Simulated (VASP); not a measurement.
A run of VASP 6.6.1 is set up as follows.

File INCAR:

```
SYSTEM = LiC18
PREC = Accurate ; ENCUT = 520
EDIFF = 1E-6 ; ISMEAR = 0
SIGMA = 0.02 ; LREAL = Auto
LASPH = .True. ; NELM = 150
ALGO = Normal ; ISIF = 2
LWAVE = .False. ; LCHARG = .False.
ISPIN = 2 ; MAGMOM = 0 0 0 0 0 0 0 0 0 0 0 0 0 0 0 0 0 0 0
LORBIT = 11 ; GGA = PS
NBANDS = 56
```

KPOINTS

```
Automatic mesh
0
Gamma
  2 2 1
  0 0 0
```

POSCAR

```
LiC18
1.0
    7.3980000000      0.0000000000      0.0000000000
   -3.6990000000      6.4068560000      0.0000000000
    0.0000000000      0.0000000000     13.0000000000
C Li
18 1
Direct
   -0.0050733979     -0.0016153009      0.0796232308
    0.2166919576      0.1087361726      0.0778505385
   -0.0049671034      0.3307700376      0.0787856154
    0.2167998573      0.4424248024      0.0782929231
   -0.0046919251      0.6648340465      0.0800656923
    0.2174388456      0.7758722843      0.0796213077
    0.3277926829     -0.0023613766      0.0778485385
    0.5495974784      0.1076415640      0.0764625385
    0.3266903850      0.3305391911      0.0764565385
    0.5487947658      0.4415487097      0.0738501538
    0.3280079224      0.6646130333      0.0786339231
    0.5498230761      0.7759843518      0.0787790769
    0.6614777846     -0.0022496213      0.0783034615
    0.8836681133      0.1089553129      0.0786468462
    0.6606029677      0.3297447297      0.0738816154
    0.8838503133      0.4418220107      0.0779336923
    0.6608766408      0.6647992401      0.0779185385
    0.8838882861      0.7762515655      0.0800650769
    0.7171675671      0.4981196706      0.2104423846
```

Potentials or basis: VASP PAW PBE potentials, release 64 (C, Li_sv).

The run is started by

```bash
$ cat potpaw_PBE.64/C/POTCAR potpaw_PBE.64/Li_sv/POTCAR > POTCAR
$ mpirun -np 1 vasp_std > vasp.out
```

Predict the net moment.

0.00 μB per cell.

Predict the largest force.

0.445 eV/Å.

Forces in eV/Å, atoms in the order of the input:
```
C   -0.014 -0.020  0.005
C   -0.012 -0.016 -0.002
C   -0.012 -0.013 -0.001
C   -0.016 -0.017  0.004
C   -0.006 -0.020  0.008
C   -0.012 -0.023  0.007
C   -0.011 -0.020  0.002
C   -0.012 -0.020  0.006
C   -0.010 -0.019  0.002
C   -0.018 -0.032  0.015
C   -0.017 -0.022  0.000
C   -0.010 -0.019 -0.003
C   -0.013 -0.019 -0.005
C   -0.013 -0.026 -0.002
C   -0.010 -0.031  0.011
C   -0.005 -0.024  0.003
C   -0.017 -0.021 -0.002
C   -0.012 -0.022  0.003
Li   0.219  0.384 -0.050
```

Caveat: the k points lie up to 0.49 Å⁻¹ apart; the PAW data sets were made with another functional, which shifts forces and pressure a little.
